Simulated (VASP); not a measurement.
PtSe2: single point with PBE+D3(BJ)

The system is PtSe2, a slab with vacuum.

```
Se Pt
1.0
     3.70704    0.00000    0.00000
    -1.85352    3.21039    0.00000
     0.00000    0.00000   22.79816
Se Pt
4 2
Direct
  0.66667 0.33333 0.19738
  0.33333 0.66667 0.31358
  0.00000 0.00000 0.45877
  0.66667 0.33333 0.57497
  0.00000 0.00000 0.25548
  0.33333 0.66667 0.51687
```

This cell differs from its parent crystal: layers slid over each other.

| Property | Result |
| --- | --- |
| Program | VASP 6.6.1 |
| Task | single point |
| Functional | PBE |
| Dispersion | D3(BJ) |
| Potentials or basis | VASP PAW PBE potentials, release 64 (Se, Pt) |
| Cutoff | 520 eV |
| k mesh | 9 × 9 × 1 |
| Occupations | gaussian, width 0.05 eV |
| Spin | no spin polarisation |

| Item | Value |
| --- | --- |
| Largest force | 0.074 eV/Å |
| Band gap on the k mesh | 0.94 eV (least direct gap 1.21 eV) |
| Dispersion energy per atom | -0.350 eV |

Forces on the atoms (eV/Å):
```
Se   0.000  0.000 -0.006
Se   0.000  0.000  0.064
Se   0.000  0.000 -0.064
Se   0.000  0.000  0.006
Pt   0.000  0.000  0.074
Pt   0.000  0.000 -0.074
```

Levels at points of the mesh, in eV from the valence-band top:
| k point | band 18 | band 19 | band 20 | band 21 | band 22 | band 23 | band 24 | band 25 | band 26 | band 27 |
| --- | --- | --- | --- | --- | --- | --- | --- | --- | --- | --- |
| (0.00, 0.00, 0.00) | -0.38 | -0.33 | -0.33 | -0.26 | -0.26 | 2.63 | 2.63 | 2.70 | 2.70 | 4.28 |

Wall time 100 s on 1 thread of Intel(R) Xeon(R) Platinum 8559C (Emerald Rapids), with other jobs on the host, peak memory 0.41 GiB.

Caveat: the cell differs from its parent crystal (layers slid over each other); spin-orbit coupling is left out, which moves the levels of the heavy elements.
